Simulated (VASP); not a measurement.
Runs of VASP 6.6.1 on Mg4Se3O. The structure is that of space group I-42m (No. 121), or close to it. The cells are those of the table. 

```csv
level,cell,gap on the mesh (eV),pressure (GPa),largest force (eV/Å)
PBE,"a = 6.940 Å, angles 130.7, 130.7, 72.3°, 8 atoms",1.45,-3.0,0.02
PBE,"a = 6.874 Å, angles 130.7, 130.7, 72.3°, 8 atoms",(a),-1.7,0.01
PBE,"a = 6.668 Å, angles 130.7, 130.7, 72.3°, 8 atoms",(b),3.9,0.03
r2SCAN,"a = 6.616 Å, angles 130.7, 130.7, 72.3°, 8 atoms",2.42,(c),0.03
PBE,"a = 6.807 Å, angles 130.7, 130.7, 72.3°, 8 atoms",1.63,-0.1,0.01
```

Alike in all rows: task single point; potentials or basis VASP PAW PBE potentials, release 64 (O, Mg, Se); no spin polarisation; k mesh 6 × 6 × 6; cutoff (eV) 520; smearing gaussian 0.01 eV.

**Question.** Estimate the missing entries.

**Answer.** (a) 1.54; (b) 1.81; (c) 4.1.

Caveats: the cell stands under pressure (at least some runs); the cell stands under tension (at least some runs); the PAW data sets were made with another functional, which shifts forces and pressure a little (at least some runs).

A k mesh can miss the band edges, and the runs leave out spin-orbit coupling on Se.
